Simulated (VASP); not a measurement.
# ScRu3 (Pm-3m) in VASP: single point with PBE

Aim: the single point of ScRu3 with PBE.

Program: VASP 6.6.1. These are calculated values, not measurements. Logs are shortened: lines on timing, memory, paths and dates and some standing lists are left out, and cuts for length are marked.

## 1. The cell of the first run

The structure is cubic, space group Pm-3m (No. 221). Conventional cell: a = 3.926 Å, b = 3.926 Å, c = 3.926 Å, α = 90.00°, β = 90.00°, γ = 90.00°. Within 3.7 Å of Sc (site symmetry m-3m) lie 12 Ru at 2.78 Å. Within 3.7 Å of Ru (site symmetry 4/mmm) lie 4 Sc at 2.78 Å and 8 Ru at 2.78 Å.

## 2. Single point, PBE, collinear spin, ferromagnetic start

INCAR

```
SYSTEM = ScRu3
  ALGO = Normal
  EDIFF = 1E-6
  ENCUT = 500
  GGA = PE
  GGA_COMPAT = .False.
  ISIF = 2
  ISMEAR = 0
  ISPIN = 2
  LASPH = .True.
  LCHARG = .False.
  LMAXMIX = 4
  LORBIT = 11
  LREAL = .False.
  LWAVE = .False.
  MAGMOM = 0 0.33 0.33 0.33
  NBANDS = 38
  NELM = 200
  PREC = Accurate
  SIGMA = 0.1
```

KPOINTS

```
k-points
0
Gamma
  12 12 12
  0 0 0
```

POSCAR

```
ScRu3
1.0
    3.9262662306      0.0000000000      0.0000000000
    0.0000000000      3.9262662306      0.0000000000
    0.0000000000      0.0000000000      3.9262662306
Sc Ru
1 3
Direct
    0.0000000000      0.0000000000      0.0000000000
    0.0000000000      0.5000000000      0.5000000000
    0.5000000000      0.0000000000      0.5000000000
    0.5000000000      0.5000000000      0.0000000000
```

Potentials or basis: VASP PAW PBE potentials, release 64 (Sc_sv, Ru_pv).

Run with:

```console
cat potpaw_PBE.64/Sc_sv/POTCAR potpaw_PBE.64/Ru_pv/POTCAR > POTCAR
mpirun -np 1 vasp_std > vasp.out
```

OUTCAR:

```text
SYSTEM = ScRu3
   EDIFF = 1E-6
   ENCUT = 500
   GGA = PE
   ISIF = 2
   ISMEAR = 0
   ISPIN = 2
   LASPH = .True.
   LORBIT = 11
   LREAL = .False.
   NELM = 200
   PREC = Accurate

 ion  position               nearest neighbor table
   1  0.000  0.000  0.000-   2 2.78   3 2.78   4 2.78   2 2.78   3 2.78   2 2.78   4 2.78   2 2.78
                             3 2.78   4 2.78   3 2.78   4 2.78
   2  0.000  0.500  0.500-   1 2.78   3 2.78   4 2.78   1 2.78   4 2.78   1 2.78   3 2.78   1 2.78
                             3 2.78   4 2.78   4 2.78   3 2.78
   3  0.500  0.000  0.500-   1 2.78   2 2.78   4 2.78   1 2.78   4 2.78   2 2.78   4 2.78   4 2.78
                             1 2.78   2 2.78   1 2.78   2 2.78
   4  0.500  0.500  0.000-   1 2.78   2 2.78   3 2.78   2 2.78   3 2.78   1 2.78   3 2.78   3 2.78
                             1 2.78   2 2.78   2 2.78   1 2.78

  LATTYP: Found a simple cubic cell.
 ALAT       =     3.9262662306

  Lattice vectors:

 A1 = (   3.9262662306,   0.0000000000,   0.0000000000)
 A2 = (   0.0000000000,   3.9262662306,   0.0000000000)
 A3 = (   0.0000000000,   0.0000000000,   3.9262662306)

Analysis of symmetry for initial positions (statically):
=====================================================================
 Subroutine PRICEL returns:
 Original cell was already a primitive cell.

 Routine SETGRP: Setting up the symmetry group for a
 simple cubic supercell.

 Subroutine GETGRP returns: Found 48 space group operations
 (whereof 48 operations were pure point group operations)
 out of a pool of 48 trial point group operations.

The static configuration has the point symmetry O_h .

Analysis of symmetry for dynamics (positions and initial velocities):
=====================================================================
 Subroutine PRICEL returns:
 Original cell was already a primitive cell.

 Routine SETGRP: Setting up the symmetry group for a
 simple cubic supercell.

 Subroutine GETGRP returns: Found 48 space group operations
 (whereof 48 operations were pure point group operations)
 out of a pool of 48 trial point group operations.

The dynamic configuration has the point symmetry O_h .

Analysis of structural, dynamic, and magnetic symmetry:
=====================================================================
 Subroutine PRICEL returns:
 Original cell was already a primitive cell.

 Routine SETGRP: Setting up the symmetry group for a
 simple cubic supercell.

 Subroutine GETGRP returns: Found 48 space group operations
 (whereof 48 operations were pure point group operations)
 out of a pool of 48 trial point group operations.

The overall configuration has the point symmetry O_h .
[... 133 lines left out ...]
   LRPA    =     F    only Hartree local field effects (RPA)
 spin polarized calculation
 Gauss-broadening in eV      SIGMA  =   0.10
  energy-cutoff  :      500.00
  volume of cell :       60.53
 maximum number of plane-waves:      1568
 NGX is ok and might be reduce to    30
   NGX = 15   NGY = 15   NGZ = 15

 number of electron      52.9999967 magnetization       0.0010820

 Free energy of the ion-electron system (eV)
  ---------------------------------------------------
  ext. energy  EPLUGINS =         0.00000000
  ---------------------------------------------------
  free energy    TOTEN  =       -34.02643437 eV

  energy without entropy =      -33.99145627  energy(sigma->0) =      -34.00894532

 E-fermi :   9.6696     XC(G=0): -13.0690

 val. band max:        9.6692394887   @ k =   0.4167   0.3333   0.3333
 cond. band min:       9.6731794346   @ k =   0.2500   0.0833   0.0000
 fundamental gap:      0.0039399459
 Fermi energy:         9.6696498116

 spin component 1

 k-point     1 :       0.0000    0.0000    0.0000
  band No.  band energies     occupation
      1     -38.4663      1.00000
      2     -32.8303      1.00000
      3     -32.8303      1.00000
      4     -32.8303      1.00000
      5     -32.4512      1.00000
      6     -32.4512      1.00000
[... 973 lines left out ...]
     37      17.0711      0.00000
     38      21.1911      0.00000

 [... further k-points ...]

 spin component 2

 k-point     1 :       0.0000    0.0000    0.0000
  band No.  band energies     occupation
      1     -38.4664      1.00000
      2     -32.8300      1.00000
      3     -32.8300      1.00000
      4     -32.8300      1.00000
      5     -32.4510      1.00000
      6     -32.4510      1.00000
[... 973 lines left out ...]
     37      17.0711      0.00000
     38      21.3797      0.00000

 [... further k-points ...]

------------------------ aborting loop because EDIFF is reached ----------------------------------------

  FORCE on cell =-STRESS in cart. coord.  units (eV):
  Direction    XX          YY          ZZ          XY          YZ          ZX
  --------------------------------------------------------------------------------------
  -------------------------------------------------------------------------------------
  Total        0.0777133      0.0777133      0.0777133     -0.0000000     -0.0000000      0.0000000
  in kB        2.0571529      2.0571529      2.0571529     -0.0000000     -0.0000000      0.0000000
  external PRESSURE =       2.0571529 kB  Pullay stress =       0.0000000 kB

 VOLUME and BASIS-vectors are now :
 -----------------------------------------------------------------------------
  energy-cutoff  :      500.00
  volume of cell :       60.53
      direct lattice vectors                 reciprocal lattice vectors
     3.926266231  0.000000000  0.000000000     0.254694904  0.000000000  0.000000000
     0.000000000  3.926266231  0.000000000     0.000000000  0.254694904  0.000000000
     0.000000000  0.000000000  3.926266231     0.000000000  0.000000000  0.254694904

 POSITION                                       TOTAL-FORCE (eV/Angst)
 -----------------------------------------------------------------------------------
      0.00000      0.00000      0.00000         0.000000      0.000000      0.000000
      0.00000      1.96313      1.96313         0.000000      0.000000      0.000000
      1.96313      0.00000      1.96313         0.000000      0.000000      0.000000
      1.96313      1.96313      0.00000         0.000000      0.000000      0.000000
 -----------------------------------------------------------------------------------
    total drift:                                0.000000      0.000000     -0.000000

  FREE ENERGIE OF THE ION-ELECTRON SYSTEM (eV)
  ---------------------------------------------------
  free  energy   TOTEN  =       -34.0264343727 eV

  energy  without entropy=      -33.9914562664  energy(sigma->0) =      -34.00894532

 total charge

# of ion       s       p       d       tot
------------------------------------------
    1        2.274   6.231   1.229   9.734
    2        0.399   6.209   6.010  12.617
    3        0.399   6.209   6.010  12.617
    4        0.399   6.209   6.010  12.617
--------------------------------------------------
tot          3.469  24.857  19.259  47.585

 magnetization (x)

# of ion       s       p       d       tot
------------------------------------------
    1       -0.000  -0.000  -0.000  -0.000
    2        0.000   0.000   0.000   0.000
    3        0.000   0.000   0.000   0.000
    4        0.000   0.000   0.000   0.000
--------------------------------------------------
tot         -0.000   0.000   0.001   0.001
```

It took 5.6 min on 1 thread of Intel Xeon Platinum 8488C (Sapphire Rapids), shared host; peak memory 0.37 GiB.

Results:

| Quantity | Value |
| --- | --- |
| Free energy | -34.0264 eV |
| Pressure | 0.2 GPa |
| Net moment | 0.00 μB per cell |
| Valence electrons inside the program's atomic spheres | Sc 9.73; Ru 12.62 |

Levels at points of the mesh, in eV from the Fermi level:
Spin up:
```
           k point  band 25  band 26  band 27  band 28  band 29  band 30
(0.00, 0.00, 0.00)     0.69     1.84     2.29     2.29     2.29     3.98
(0.50, 0.00, 0.00)    -0.56    -0.18    -0.18    -0.07     0.96     2.29
(0.50, 0.50, 0.00)    -0.73    -0.72    -0.72    -0.10     0.13     0.21
(0.50, 0.50, 0.50)    -0.49     1.11     1.66     1.66     1.66     1.86
```
Spin down:
| k point | band 23 | band 24 | band 25 | band 26 | band 27 | band 28 | band 29 | band 30 | band 31 | band 32 |
| --- | --- | --- | --- | --- | --- | --- | --- | --- | --- | --- |
| (0.00, 0.00, 0.00) | -1.08 | 0.69 | 0.69 | 1.84 | 2.29 | 2.29 | 2.29 | 3.98 | 3.98 | 3.98 |
| (0.50, 0.00, 0.00) | -1.95 | -0.83 | -0.56 | -0.18 | -0.18 | -0.07 | 0.96 | 2.29 | 2.70 | 2.70 |
| (0.50, 0.50, 0.00) | -1.93 | -1.49 | -0.73 | -0.72 | -0.72 | -0.10 | 0.13 | 0.21 | 3.23 | 3.23 |
| (0.50, 0.50, 0.50) | -1.20 | -0.49 | -0.49 | 1.11 | 1.66 | 1.66 | 1.66 | 1.86 | 1.86 | 1.86 |
